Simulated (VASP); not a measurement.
# SrLiH3 (P4/mmm) in VASP: notebook, part 2 of 3

VASP 6.6.1.

## Step 3: Single point, PBE (strain -0.025 along x and y, -0.050 along z)

INCAR reads:

```
PREC     = Accurate       # precision mode
ENCUT    = 520            # plane-wave cutoff, eV
EDIFF    = 1E-7           # SCF threshold, eV
ISMEAR   = 0              # smearing method
SIGMA    = 0.05           # smearing width, eV
LREAL    = F              # projectors in reciprocal space
LASPH    = T              # aspherical terms in the spheres
NELM     = 80             # most SCF steps
ALGO     = Normal         # electronic algorithm
ISIF     = 2              # what is computed and relaxed
LWAVE    = F              # write WAVECAR
LCHARG   = F              # write CHGCAR
GGA      = PE             # functional
NBANDS   = 16             # bands
```

KPOINTS reads:

```
regular mesh
0
Gamma
  6 6 6
```

POSCAR reads:

```
SrLiH3
1.0
    4.5150212250      0.0000000000      0.0000000000
    0.0000000000      4.5150212250      0.0000000000
    0.0000000000      0.0000000000      4.3992514500
Li Sr H
1 1 3
Direct
    0.0000000000      0.0000000000      0.0000000000
    0.5000000000      0.5000000000      0.5000000000
    0.0000000000      0.5000000000      0.5000000000
    0.5000000000      0.0000000000      0.5000000000
    0.5000000000      0.5000000000      0.0000000000
```

Potentials or basis: VASP PAW PBE potentials, release 64 (Li_sv, Sr_sv, H).

On the command line:

```
cat potpaw_PBE.64/Li_sv/POTCAR potpaw_PBE.64/Sr_sv/POTCAR potpaw_PBE.64/H/POTCAR > POTCAR
mpirun -np 1 vasp_std > vasp.out
```

It took 63 s on 1 thread of Intel Xeon 8259CL, shared host; peak memory 0.24 GiB.

It converged, with:

```
Free energy            : -13.7595 eV
Band gap on the k mesh : 1.50 eV (least direct gap 2.05 eV)
```

Levels at points of the mesh, in eV from the valence-band top:
```csv
k point,band 6,band 7,band 8,band 9,band 10,band 11
"(0.00, 0.00, 0.00)",-3.54,-1.33,-1.30,5.13,5.13,5.43
"(0.50, 0.00, 0.00)",-2.66,-1.18,-1.12,3.96,4.45,4.71
"(0.50, 0.50, 0.00)",-1.76,-0.65,-0.65,1.50,5.24,5.24
"(0.00, 0.00, 0.50)",-2.61,-1.13,-0.94,3.93,4.49,4.49
"(0.50, 0.00, 0.50)",-1.68,-0.61,-0.47,1.58,5.05,5.08
"(0.50, 0.50, 0.50)",-0.13,-0.13,0.00,2.13,2.15,2.15
```

Caveat: the cell differs from its parent crystal (strain -0.025 along x and y, -0.050 along z); the cutoff is under 1.25 times the usual one of these potentials, so pressure, stress and relaxed cells hold a basis-set (Pulay) error.

## Step 4: Single point, PBE (strain +0.000 along x and y, -0.050 along z)

INCAR reads:

```
PREC = Accurate
ENCUT = 520
EDIFF = 1E-6
ISMEAR = 0
SIGMA = 0.05
LREAL = F
LASPH = T
NELM = 60
ALGO = Normal
ISIF = 2
LWAVE = F
LCHARG = T
GGA = PE
LELF = T
LVHAR = T
NBANDS = 16
```

KPOINTS reads:

```
Automatic mesh
0
Gamma
  6 6 6
```

POSCAR: that of step 3 with these lines changed.

```diff
@@ -2,4 +2,4 @@
 1.0
-    4.5150212250      0.0000000000      0.0000000000
-    0.0000000000      4.5150212250      0.0000000000
+    4.6307910000      0.0000000000      0.0000000000
+    0.0000000000      4.6307910000      0.0000000000
     0.0000000000      0.0000000000      4.3992514500
```

Potentials or basis: VASP PAW PBE potentials, release 64 (Li_sv, Sr_sv, H).

On the command line:

```
cat potpaw_PBE.64/Li_sv/POTCAR potpaw_PBE.64/Sr_sv/POTCAR potpaw_PBE.64/H/POTCAR > POTCAR
mpirun -np 1 vasp_std > vasp.out
```

OUTCAR:

```text
PREC = Accurate
   ENCUT = 520
   EDIFF = 1E-6
   ISMEAR = 0
   LREAL = F
   LASPH = T
   NELM = 60
   ISIF = 2
   GGA = PE

 ion  position               nearest neighbor table
   1  0.000  0.000  0.000-
   2  0.500  0.500  0.500-   5 2.20   5 2.20   3 2.32   4 2.32   4 2.32   3 2.32
   3  0.000  0.500  0.500-   2 2.32   2 2.32
   4  0.500  0.000  0.500-   2 2.32   2 2.32
   5  0.500  0.500  0.000-   2 2.20   2 2.20

  LATTYP: Found a simple tetragonal cell.
 ALAT       =     4.6307910000
 C/A-ratio  =     0.9500000000

  Lattice vectors:

 A1 = (   4.6307910000,   0.0000000000,   0.0000000000)
 A2 = (   0.0000000000,   4.6307910000,   0.0000000000)
 A3 = (   0.0000000000,   0.0000000000,   4.3992514500)

Analysis of symmetry for initial positions (statically):
=====================================================================
 Subroutine PRICEL returns:
 Original cell was already a primitive cell.

 Routine SETGRP: Setting up the symmetry group for a
 simple tetragonal supercell.

 Subroutine GETGRP returns: Found 16 space group operations
 (whereof 16 operations were pure point group operations)
 out of a pool of 16 trial point group operations.

The static configuration has the point symmetry D_4h.

Analysis of symmetry for dynamics (positions and initial velocities):
=====================================================================
 Subroutine PRICEL returns:
 Original cell was already a primitive cell.

 Routine SETGRP: Setting up the symmetry group for a
 simple tetragonal supercell.

 Subroutine GETGRP returns: Found 16 space group operations
 (whereof 16 operations were pure point group operations)
 out of a pool of 16 trial point group operations.

The dynamic configuration has the point symmetry D_4h.

 Subroutine INISYM returns: Found 16 space group operations
 (whereof 16 operations are pure point group operations),
 and found     1 'primitive' translations

----------------------------------------------------------------------------------------

                                     Primitive cell

  volume of cell :      94.3385

  direct lattice vectors                    reciprocal lattice vectors
     4.630791000  0.000000000  0.000000000     0.215945829  0.000000000  0.000000000
     0.000000000  4.630791000  0.000000000     0.000000000  0.215945829  0.000000000
     0.000000000  0.000000000  4.399251450     0.000000000  0.000000000  0.227311399

  length of vectors
     4.630791000  4.630791000  4.399251450     0.215945829  0.215945829  0.227311399

  position of ions in fractional coordinates (direct lattice)
     0.000000000  0.000000000  0.000000000
     0.500000000  0.500000000  0.500000000
     0.000000000  0.500000000  0.500000000
     0.500000000  0.000000000  0.500000000
     0.500000000  0.500000000  0.000000000

  ion indices of the primitive-cell ions
   primitive index   ion index
                 1           1
                 2           2
                 3           3
                 4           4
                 5           5
[... 24 lines left out ...]

 Found     40 irreducible k-points:

 Following reciprocal coordinates:
            Coordinates               Weight
  0.000000  0.000000  0.000000      1.000000
  0.166667  0.000000  0.000000      4.000000
  0.333333  0.000000  0.000000      4.000000
  0.500000  0.000000  0.000000      2.000000
  0.166667  0.166667  0.000000      4.000000
  0.333333  0.166667  0.000000      8.000000
[... 16 lines left out ...]
  0.333333  0.000000  0.333333      8.000000
  0.500000  0.000000  0.333333      4.000000
 [... further k-points ...]
   k-points           NKPTS =     40   k-points in BZ     NKDIM =     40   number of bands    NBANDS=     16
   number of dos      NEDOS =    301   number of ions     NIONS =      5
   total plane-waves  NPLWV =  46656
   dimension x,y,z NGX =    36 NGY =   36 NGZ =   36
   dimension x,y,z NGXF=    72 NGYF=   72 NGZF=   72
   ions per type =               1   1   3
   NGX,Y,Z   is equivalent  to a cutoff of  12.92, 12.92, 13.60 a.u.
   NGXF,Y,Z  is equivalent  to a cutoff of  25.85, 25.85, 27.21 a.u.
 SYSTEM =  unknown system
   PREC   = accura    normal or accurate (medium, high low for compatibility)
   ISTART =      0    job   : 0-new  1-cont  2-samecut
   ICHARG =      2    charge: 1-file 2-atom 10-const
   ISPIN  =      1    spin polarized calculation?
   LNONCOLLINEAR =      F non collinear calculations
   LSORBIT =      F    spin-orbit coupling
   LASPH  =      T    aspherical Exc in radial PAW
   ENCUT  =  520.0 eV  38.22 Ry    6.18 a.u.   8.61  8.61  8.18*2*pi/ulx,y,z
   NELM   =     60;   NELMIN=  2; NELMDL= -5     # of ELM steps
   EDIFF  = 0.1E-05   stopping-criterion for ELM
   LREAL  =      F    real-space projection
   EDIFFG = 0.1E-04   stopping-criterion for IOM
   NSW    =      0    number of steps for IOM
   IBRION =     -1    ionic relax: 0-MD 1-quasi-New 2-CG
   NFREE  =      0    steps in history (QN), initial steepest desc. (CG)
   ISIF   =      2    stress and relaxation
   ISYM   =      2    0-nonsym 1-usesym 2-fastsym
   POTIM  = 0.5000    time-step for ionic-motion
   TEBEG  =    0.0;   TEEND  =   0.0 temperature during run
   PSTRESS=    0.0 pullay stress
   NELECT =      16.0000    total number of electrons
   NUPDOWN=      -1.0000    fix difference up-down
   EMIN   =  10.00;   EMAX   =-10.00  energy-range for DOS
   EFERMI =   0.00;   METHOD = LEGACY
   ISMEAR =     0;   SIGMA  =   0.05  broadening in eV -4-tet -1-fermi 0-gaus
   EFERMI_NEDOS =   21; number of points for ismear=-14 and -15
   IALGO  =     38    algorithm
   IMIX   =      4    mixing-type and parameters
     AMIX     =   0.40;   BMIX     =  1.00
     AMIX_MAG =   1.60;   BMIX_MAG =  1.00
  volume/ion in A,a.u.               =      18.87       127.33
  Fermi-wavevector in a.u.,A,eV,Ry     =   0.906188  1.712448 11.172794  0.821177
  Thomas-Fermi vector in A             =   2.029846
   LORBIT       =      0    0 simple, 1 ext, 2 COOP (PROOUT), +10 PAW based schemes
   GGA     = PE    functional components
   LHFCALC =     F    Hartree Fock is set to
   AEXX    =    0.0000 exact exchange contribution
   IVDW    =     0    specifies the selected vdW correction
   LEPSILON=     F    determine dielectric tensor
   LRPA    =     F    only Hartree local field effects (RPA)
 non-spin polarized calculation
 Gauss-broadening in eV      SIGMA  =   0.05
  energy-cutoff  :      520.00
  volume of cell :       94.34
 maximum number of plane-waves:      2568
 NGX is ok and might be reduce to    36
   NGX = 17   NGY = 17   NGZ = 17

 number of electron      15.9999998 magnetization

 Free energy of the ion-electron system (eV)
  ---------------------------------------------------
  ext. energy  EPLUGINS =         0.00000000
  ---------------------------------------------------
  free energy    TOTEN  =       -13.80166403 eV

  energy without entropy =      -13.80166403  energy(sigma->0) =      -13.80166403

 E-fermi :  -0.8074     XC(G=0):  -6.9311

 val. band max:       -1.1136406281   @ k =   0.5000   0.5000   0.5000
 cond. band min:       0.3566860629   @ k =   0.5000   0.5000   0.0000
 fundamental gap:      1.4703266910
 Fermi energy:        -0.8073859010

 k-point     1 :       0.0000    0.0000    0.0000
  band No.  band energies     occupation
      1     -48.8694      2.00000
      2     -34.0293      2.00000
      3     -16.1187      2.00000
      4     -16.1187      2.00000
      5     -16.0768      2.00000
      6      -4.5425      2.00000
[... 433 lines left out ...]
      3     -16.2246      2.00000
      4     -16.2137      2.00000
      5     -16.1070      2.00000
      6      -2.9580      2.00000
[... 8 lines left out ...]
     15       6.2560      0.00000
     16       7.2675      0.00000

 [... further k-points ...]

------------------------ aborting loop because EDIFF is reached ----------------------------------------

  FORCE on cell =-STRESS in cart. coord.  units (eV):
  Direction    XX          YY          ZZ          XY          YZ          ZX
  --------------------------------------------------------------------------------------
  -------------------------------------------------------------------------------------
  Total        0.3021576      0.3021576      2.0568924      0.0000000      0.0000000      0.0000000
  in kB        5.1316252      5.1316252     34.9327680      0.0000000      0.0000000      0.0000000
  external PRESSURE =      15.0653394 kB  Pullay stress =       0.0000000 kB

 VOLUME and BASIS-vectors are now :
 -----------------------------------------------------------------------------
  energy-cutoff  :      520.00
  volume of cell :       94.34
      direct lattice vectors                 reciprocal lattice vectors
     4.630791000  0.000000000  0.000000000     0.215945829  0.000000000  0.000000000
     0.000000000  4.630791000  0.000000000     0.000000000  0.215945829  0.000000000
     0.000000000  0.000000000  4.399251450     0.000000000  0.000000000  0.227311399

 POSITION                                       TOTAL-FORCE (eV/Angst)
 -----------------------------------------------------------------------------------
      0.00000      0.00000      0.00000         0.000000      0.000000      0.000000
      2.31540      2.31540      2.19963         0.000000      0.000000      0.000000
      0.00000      2.31540      2.19963         0.000000      0.000000      0.000000
      2.31540      0.00000      2.19963         0.000000      0.000000      0.000000
      2.31540      2.31540      0.00000         0.000000      0.000000      0.000000
 -----------------------------------------------------------------------------------
    total drift:                                0.000000      0.000000      0.000000

  FREE ENERGIE OF THE ION-ELECTRON SYSTEM (eV)
  ---------------------------------------------------
  free  energy   TOTEN  =       -13.8016640252 eV

  energy  without entropy=      -13.8016640252  energy(sigma->0) =      -13.80166403
```

OSZICAR:

```text
N       E                     dE             d eps       ncg     rms          rms(c)
DAV:   1     0.624756304176E+02    0.62476E+02   -0.60144E+03  1280   0.863E+02
DAV:   2    -0.970371328277E+01   -0.72179E+02   -0.66428E+02  1744   0.183E+02
DAV:   3    -0.156796909286E+02   -0.59760E+01   -0.59529E+01  2392   0.425E+01
DAV:   4    -0.157611452797E+02   -0.81454E-01   -0.81447E-01  1520   0.532E+00
DAV:   5    -0.157625490877E+02   -0.14038E-02   -0.14038E-02  2032   0.555E-01    0.256E+01
DAV:   6    -0.142446338280E+02    0.15179E+01   -0.74684E-01  1448   0.377E+00    0.149E+01
DAV:   7    -0.138130881765E+02    0.43155E+00   -0.12170E+00  1696   0.498E+00    0.241E+00
DAV:   8    -0.138016274217E+02    0.11461E-01   -0.16165E-01  1536   0.179E+00    0.799E-01
DAV:   9    -0.138022621274E+02   -0.63471E-03   -0.53755E-03  1712   0.419E-01    0.245E-01
DAV:  10    -0.138016418712E+02    0.62026E-03   -0.96574E-04  1680   0.149E-01    0.215E-01
DAV:  11    -0.138016568560E+02   -0.14985E-04   -0.32061E-04  1824   0.939E-02    0.501E-02
DAV:  12    -0.138016668906E+02   -0.10035E-04   -0.61187E-05  1704   0.406E-02    0.441E-02
DAV:  13    -0.138016653980E+02    0.14925E-05   -0.42399E-06  1744   0.125E-02    0.235E-02
DAV:  14    -0.138016639810E+02    0.14170E-05   -0.50452E-06  1528   0.101E-02    0.759E-03
DAV:  15    -0.138016640252E+02   -0.44150E-07   -0.34368E-07   944   0.352E-03
   1 F= -.13801664E+02 E0= -.13801664E+02  d E =-.664675E-20
```

Run time: 60 s. Hardware: 1 thread of Intel Xeon 8259CL, shared host; peak memory 0.24 GiB.

What came out:

| Quantity | Value |
| --- | --- |
| Free energy | -13.8017 eV |
| Band gap on the k mesh | 1.47 eV (least direct gap 2.05 eV) |

Caveat: the cell differs from its parent crystal (strain +0.000 along x and y, -0.050 along z); the cutoff is under 1.25 times the usual one of these potentials, so pressure, stress and relaxed cells hold a basis-set (Pulay) error. A k mesh can miss the band edges.

(Part 2 of 3 ends here.)
